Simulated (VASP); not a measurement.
Crystal: BeS.

```xyz
2
Lattice="0.0000 2.3173 2.3173 2.3173 0.0000 2.3173 2.3173 2.3173 0.0000" Properties=species:S:1:pos:R:3 pbc="T T T"
Be    0.0000    0.0000    0.0000
S     2.3173    2.3173    2.3173
```

Base run:

| Item | Value |
| --- | --- |
| Program | VASP 6.6.1 |
| Functional | PBEsol |
| Potentials or basis | VASP PAW PBE potentials, release 64 (Be, S) |
| Cutoff | 520 eV |
| k mesh | 6 × 6 × 6 |
| Occupations | gaussian, width 0.01 eV |
| Spin | no spin polarisation |

Its results: band gap on the k mesh 0.96 eV, indirect (least direct gap 4.15 eV); pressure -2.8 GPa.

Task: After a change of settings the same cell gave: band gap on the k mesh 1.36 eV, indirect (least direct gap 4.37 eV); pressure -3.0 GPa. Which change was it?
A. functional from PBEsol to r2SCAN
B. functional from PBEsol to HSE06; k mesh from 6 × 6 × 6 to 4 × 4 × 4
C. k mesh from 6 × 6 × 6 to 6 × 6 × 6, shifted; further incar settings from ALGO = Normal; EDIFF = 1e-07; NBANDS = 11 to ALGO = Normal; EDIFF = 1e-07; NBANDS = 11; ISYM = 0
D. further incar settings from ALGO = Normal; EDIFF = 1e-07; NBANDS = 11 to ALGO = Normal; EDIFF = 1e-06; NBANDS = 11

Result: C.

Caveats: the PAW data sets were made with another functional, which shifts forces and pressure a little.
